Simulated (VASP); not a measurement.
# HfO2 (Fm-3m) in VASP: notebook

The runs below take HfO2 through single point, with r2SCAN.

All numbers are computed with VASP 6.6.1; they aren't measurements. Logs are shortened: lines on timing, memory, paths and dates and some standing lists are left out, and cuts for length are marked.

### 1 The cell of the first run

Symmetry: Fm-3m, No. 225, cubic system. The conventional cell has a = 5.058 Å, b = 5.058 Å, c = 5.058 Å, α = 90.00°, β = 90.00°, γ = 90.00°. Hf (site symmetry m-3m) has 8 O at 2.19 Å within 2.9 Å. O (site symmetry -43m) has 4 Hf at 2.19 Å and 6 O at 2.53 Å within 2.9 Å.

### 2 Single point, r2SCAN

POSCAR

```
HfO2
1.0
    0.0000000000      2.5291609957      2.5291609957
    2.5291609957      0.0000000000      2.5291609957
    2.5291609957      2.5291609957      0.0000000000
Hf O
1 2
Direct
    0.0000000000      0.0000000000      0.0000000000
    0.2500000000      0.2500000000      0.2500000000
    0.7500000000      0.7500000000      0.7500000000
```

INCAR.step1

```
PREC = Accurate
ENCUT = 520
ISMEAR = 0
SIGMA = 0.02
LREAL = F
LASPH = T
NELM = 100
NBANDS = 18
GGA = PE
ALGO = Normal
EDIFF = 1E-4
LWAVE = T
LCHARG = F
```

INCAR.step2

```
PREC = Accurate
ENCUT = 520
EDIFF = 1E-7
ISMEAR = 0
SIGMA = 0.02
LREAL = F
LASPH = T
NELM = 100
ALGO = Normal
ISIF = 2
LWAVE = F
LCHARG = F
METAGGA = R2SCAN
LMIXTAU = T
NBANDS = 18
ISTART = 1
```

KPOINTS

```
Automatic mesh
0
Gamma
  8 8 8
```

Potentials or basis: VASP PAW PBE potentials, release 64 (Hf_pv, O).

Launch:

```bash
cat potpaw_PBE.64/Hf_pv/POTCAR potpaw_PBE.64/O/POTCAR > POTCAR
cp INCAR.step1 INCAR
mpirun -np 1 vasp_std > vasp.out
cp INCAR.step2 INCAR
mpirun -np 1 vasp_std > vasp.out
```

OUTCAR:

```text
PREC = Accurate
   ENCUT = 520
   EDIFF = 1E-7
   ISMEAR = 0
   LREAL = F
   LASPH = T
   NELM = 100
   ISIF = 2
   METAGGA = R2SCAN
   ISTART = 1

 ion  position               nearest neighbor table
   1  0.000  0.000  0.000-   3 2.19   3 2.19   3 2.19   2 2.19   3 2.19   2 2.19   2 2.19   2 2.19

   2  0.250  0.250  0.250-   1 2.19   1 2.19   1 2.19   1 2.19
   3  0.750  0.750  0.750-   1 2.19   1 2.19   1 2.19   1 2.19

  LATTYP: Found a face centered cubic cell.
 ALAT       =     5.0583219914

  Lattice vectors:

 A1 = (   0.0000000000,   2.5291609957,   2.5291609957)
 A2 = (   2.5291609957,   0.0000000000,   2.5291609957)
 A3 = (   2.5291609957,   2.5291609957,   0.0000000000)

Analysis of symmetry for initial positions (statically):
=====================================================================
 Subroutine PRICEL returns:
 Original cell was already a primitive cell.

 Routine SETGRP: Setting up the symmetry group for a
 face centered cubic supercell.

 Subroutine GETGRP returns: Found 48 space group operations
 (whereof 48 operations were pure point group operations)
 out of a pool of 48 trial point group operations.

The static configuration has the point symmetry O_h .

Analysis of symmetry for dynamics (positions and initial velocities):
=====================================================================
 Subroutine PRICEL returns:
 Original cell was already a primitive cell.

 Routine SETGRP: Setting up the symmetry group for a
 face centered cubic supercell.

 Subroutine GETGRP returns: Found 48 space group operations
 (whereof 48 operations were pure point group operations)
 out of a pool of 48 trial point group operations.

The dynamic configuration has the point symmetry O_h .

 Subroutine INISYM returns: Found 48 space group operations
 (whereof 48 operations are pure point group operations),
 and found     1 'primitive' translations

----------------------------------------------------------------------------------------

                                     Primitive cell

  volume of cell :      32.3563

  direct lattice vectors                    reciprocal lattice vectors
     0.000000000  2.529160996  2.529160996    -0.197694018  0.197694018  0.197694018
     2.529160996  0.000000000  2.529160996     0.197694018 -0.197694018  0.197694018
     2.529160996  2.529160996  0.000000000     0.197694018  0.197694018 -0.197694018

  length of vectors
     3.576773782  3.576773782  3.576773782     0.342416084  0.342416084  0.342416084

  position of ions in fractional coordinates (direct lattice)
     0.000000000  0.000000000  0.000000000
     0.250000000  0.250000000  0.250000000
     0.750000000  0.750000000  0.750000000

  ion indices of the primitive-cell ions
   primitive index   ion index
                 1           1
                 2           2
                 3           3

----------------------------------------------------------------------------------------

 KPOINTS: Automatic mesh

Automatic generation of k-mesh.
 Grid dimensions read from file:
 generate k-points for:    8    8    8

 Generating k-lattice:

  Cartesian coordinates                     Fractional coordinates (reciprocal lattice)
    -0.024711752  0.024711752  0.024711752     0.125000000  0.000000000  0.000000000
     0.024711752 -0.024711752  0.024711752     0.000000000  0.125000000  0.000000000
     0.024711752  0.024711752 -0.024711752     0.000000000  0.000000000  0.125000000

  Length of vectors
     0.042802010  0.042802010  0.042802010

  Shift w.r.t. Gamma in fractional coordinates (k-lattice)
     0.000000000  0.000000000  0.000000000

 Subroutine IBZKPT returns following result:
 ===========================================

 Found     29 irreducible k-points:

 Following reciprocal coordinates:
            Coordinates               Weight
  0.000000  0.000000  0.000000      1.000000
  0.125000  0.000000  0.000000      8.000000
  0.250000  0.000000  0.000000      8.000000
  0.375000  0.000000  0.000000      8.000000
  0.500000  0.000000  0.000000      4.000000
  0.125000  0.125000  0.000000      6.000000
[... 16 lines left out ...]
  0.500000  0.250000  0.125000     48.000000
 -0.375000  0.250000  0.125000     24.000000
 [... further k-points ...]
   k-points           NKPTS =     29   k-points in BZ     NKDIM =     29   number of bands    NBANDS=     18
   number of dos      NEDOS =    301   number of ions     NIONS =      3
   total plane-waves  NPLWV =  21952
   dimension x,y,z NGX =    28 NGY =   28 NGZ =   28
   dimension x,y,z NGXF=    56 NGYF=   56 NGZF=   56
   ions per type =               1   2
   NGX,Y,Z   is equivalent  to a cutoff of  13.01, 13.01, 13.01 a.u.
   NGXF,Y,Z  is equivalent  to a cutoff of  26.03, 26.03, 26.03 a.u.
 SYSTEM =  unknown system
   PREC   = accura    normal or accurate (medium, high low for compatibility)
   ISTART =      1    job   : 0-new  1-cont  2-samecut
   ICHARG =      0    charge: 1-file 2-atom 10-const
   ISPIN  =      1    spin polarized calculation?
   LNONCOLLINEAR =      F non collinear calculations
   LSORBIT =      F    spin-orbit coupling
   LASPH  =      T    aspherical Exc in radial PAW
   ENCUT  =  520.0 eV  38.22 Ry    6.18 a.u.   6.65  6.65  6.65*2*pi/ulx,y,z
   NELM   =    100;   NELMIN=  2; NELMDL=  0     # of ELM steps
   EDIFF  = 0.1E-06   stopping-criterion for ELM
   LREAL  =      F    real-space projection
   EDIFFG = 0.1E-05   stopping-criterion for IOM
   NSW    =      0    number of steps for IOM
   IBRION =     -1    ionic relax: 0-MD 1-quasi-New 2-CG
   NFREE  =      0    steps in history (QN), initial steepest desc. (CG)
   ISIF   =      2    stress and relaxation
   ISYM   =      2    0-nonsym 1-usesym 2-fastsym
   POTIM  = 0.5000    time-step for ionic-motion
   TEBEG  =    0.0;   TEEND  =   0.0 temperature during run
   PSTRESS=    0.0 pullay stress
   NELECT =      22.0000    total number of electrons
   NUPDOWN=      -1.0000    fix difference up-down
   EMIN   =  10.00;   EMAX   =-10.00  energy-range for DOS
   EFERMI =   0.00;   METHOD = LEGACY
   ISMEAR =     0;   SIGMA  =   0.02  broadening in eV -4-tet -1-fermi 0-gaus
   EFERMI_NEDOS =   21; number of points for ismear=-14 and -15
   IALGO  =     38    algorithm
   IMIX   =      4    mixing-type and parameters
     AMIX     =   0.40;   BMIX     =  1.00
     AMIX_MAG =   1.60;   BMIX_MAG =  1.00
  volume/ion in A,a.u.               =      10.79        72.78
  Fermi-wavevector in a.u.,A,eV,Ry     =   1.439558  2.720371 28.195735  2.072328
  Thomas-Fermi vector in A             =   2.558400
   LORBIT       =      0    0 simple, 1 ext, 2 COOP (PROOUT), +10 PAW based schemes
   METAGGA = R2SCAN    functional components
   LHFCALC =     F    Hartree Fock is set to
   AEXX    =    0.0000 exact exchange contribution
   IVDW    =     0    specifies the selected vdW correction
   LEPSILON=     F    determine dielectric tensor
   LRPA    =     F    only Hartree local field effects (RPA)
 non-spin polarized calculation
 Gauss-broadening in eV      SIGMA  =   0.02
  energy-cutoff  :      520.00
  volume of cell :       32.36
 maximum number of plane-waves:       893
   NGX = 13   NGY = 13   NGZ = 13

 number of electron      21.9999992 magnetization

 Free energy of the ion-electron system (eV)
  ---------------------------------------------------
  ext. energy  EPLUGINS =         0.00000000
  ---------------------------------------------------
  free energy    TOTEN  =       -68.54747534 eV

  energy without entropy =      -68.54747534  energy(sigma->0) =      -68.54747534

 E-fermi :   4.1467     XC(G=0): -12.6184

 val. band max:        3.9694524840   @ k =   0.5000   0.5000   0.0000
 cond. band min:       8.2842378245   @ k =   0.5000   0.5000   0.0000
 fundamental gap:      4.3147853406
 Fermi energy:         4.1466996901

 k-point     1 :       0.0000    0.0000    0.0000
  band No.  band energies     occupation
      1     -26.6559      2.00000
      2     -26.6559      2.00000
      3     -26.6559      2.00000
      4     -15.8030      2.00000
      5     -12.7663      2.00000
      6      -1.5147      2.00000
[... 10 lines left out ...]
     17      15.0564      0.00000
     18      16.6801      0.00000

 k-point     2 :       0.1250    0.0000    0.0000
  band No.  band energies     occupation
      1     -26.7275      2.00000
      2     -26.6633      2.00000
      3     -26.6633      2.00000
      4     -15.5911      2.00000
      5     -12.9359      2.00000
      6      -1.3604      2.00000
[... 10 lines left out ...]
     17      14.7766      0.00000
     18      16.6787      0.00000

 k-point     3 :       0.2500    0.0000    0.0000
  band No.  band energies     occupation
      1     -26.8932      2.00000
      2     -26.6813      2.00000
      3     -26.6813      2.00000
      4     -15.0934      2.00000
      5     -13.2783      2.00000
      6      -0.9766      2.00000
[... 10 lines left out ...]
     17      14.2835      0.00000
     18      16.6727      0.00000

 k-point     4 :       0.3750    0.0000    0.0000
  band No.  band energies     occupation
      1     -27.0499      2.00000
      2     -26.6992      2.00000
      3     -26.6992      2.00000
      4     -14.6767      2.00000
      5     -13.4691      2.00000
      6      -0.5878      2.00000
[... 375 lines left out ...]
      4     -14.6662      2.00000
      5     -13.5372      2.00000
      6      -0.9853      2.00000
[... 10 lines left out ...]
     17      14.5585      0.00000
     18      16.6746      0.00000

 k-point    23 :       0.5000    0.2500    0.1250
  band No.  band energies     occupation
      1     -27.0205      2.00000
      2     -26.8149      2.00000
      3     -26.7246      2.00000
      4     -14.2876      2.00000
      5     -13.6873      2.00000
      6      -0.9753      2.00000
[... 10 lines left out ...]
     17      15.4417      0.00000
     18      16.6716      0.00000

 k-point    24 :      -0.3750    0.2500    0.1250
  band No.  band energies     occupation
      1     -27.0498      2.00000
      2     -26.8391      2.00000
      3     -26.7346      2.00000
      4     -14.2114      2.00000
      5     -13.6531      2.00000
      6      -0.9766      2.00000
[... 10 lines left out ...]
     17      15.5811      0.00000
     18      16.6697      0.00000

 [... further k-points ...]

------------------------ aborting loop because EDIFF is reached ----------------------------------------

  FORCE on cell =-STRESS in cart. coord.  units (eV):
  Direction    XX          YY          ZZ          XY          YZ          ZX
  --------------------------------------------------------------------------------------
  -------------------------------------------------------------------------------------
  Total       -0.8008018     -0.8008018     -0.8008018     -0.0000000      0.0000000      0.0000000
  in kB      -39.6530156    -39.6530156    -39.6530156     -0.0000000      0.0000000      0.0000000
  external PRESSURE =     -39.6530156 kB  Pullay stress =       0.0000000 kB

 VOLUME and BASIS-vectors are now :
 -----------------------------------------------------------------------------
  energy-cutoff  :      520.00
  volume of cell :       32.36
      direct lattice vectors                 reciprocal lattice vectors
     0.000000000  2.529160996  2.529160996    -0.197694018  0.197694018  0.197694018
     2.529160996  0.000000000  2.529160996     0.197694018 -0.197694018  0.197694018
     2.529160996  2.529160996  0.000000000     0.197694018  0.197694018 -0.197694018

 POSITION                                       TOTAL-FORCE (eV/Angst)
 -----------------------------------------------------------------------------------
      0.00000      0.00000      0.00000         0.000000      0.000000      0.000000
      1.26458      1.26458      1.26458         0.000000      0.000000      0.000000
      3.79374      3.79374      3.79374        -0.000000     -0.000000     -0.000000
 -----------------------------------------------------------------------------------
    total drift:                                0.000000      0.000000      0.000000

  FREE ENERGIE OF THE ION-ELECTRON SYSTEM (eV)
  ---------------------------------------------------
  free  energy   TOTEN  =       -68.5474753377 eV

  energy  without entropy=      -68.5474753377  energy(sigma->0) =      -68.54747534
```

It took 50 s on 1 thread of Intel Xeon 6975P-C (Granite Rapids), shared host; peak memory 0.17 GiB.

Results:

- Free energy: -68.5475 eV
- Pressure: -4.0 GPa
- Band gap on the k mesh: 4.31 eV, direct

Levels at points of the mesh, in eV from the valence-band top:
| k point | band 9 | band 10 | band 11 | band 12 | band 13 | band 14 |
| --- | --- | --- | --- | --- | --- | --- |
| (0.00, 0.00, 0.00) | -0.64 | -0.64 | -0.64 | 4.42 | 4.42 | 6.52 |
| (0.50, 0.00, 0.00) | -2.82 | -1.90 | -1.90 | 5.12 | 5.12 | 7.56 |
| (0.50, 0.50, 0.00) | -1.57 | -1.57 | 0.00 | 4.31 | 6.05 | 7.24 |

Caveat: the PAW data sets were made with another functional, which shifts forces and pressure a little; spin-orbit coupling is left out, which moves the levels of the heavy elements. A k mesh can miss the band edges.

(Part 1 of 2 ends here.)
